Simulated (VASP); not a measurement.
Runs of VASP 6.6.1 on SrY3. The structure is that of space group Pm-3m (No. 221), or close to it. The cells are those of the table. 

```csv
task,cell,k mesh,cutoff (eV),gap on the mesh (eV),pressure (GPa),relaxed volume (Å³/atom)
single point,"a = 5.239 Å, 4 atoms",4 × 4 × 4,520,none,0.1,-
single point,"a = 4.794 Å, 4 atoms",4 × 4 × 4,520,none,11.8,-
relaxation of cell and atoms,"relaxed from a = 4.794 Å, 4 atoms",4 × 4 × 4,600,none,0.0,35.98
relaxation of cell and atoms,"relaxed from a = 5.239 Å, 4 atoms",10 × 10 × 10,600,none,0.0,(a)
```

Alike in all rows: level PBE; potentials or basis VASP PAW PBE potentials, release 64 (Sr_sv, Y_sv); no spin polarisation; smearing gaussian 0.1 eV.

Task: Estimate the missing entries.

Result: (a) 35.89.

Caveats: the cell stands under pressure (at least some runs); the volume moved by over 15 % at a fixed basis, so the end points are rough (at least some runs).

A k mesh can miss the band edges, and the runs leave out spin-orbit coupling on Sr, Y.

A gap of «none» marks levels without a gap at the run's occupations.
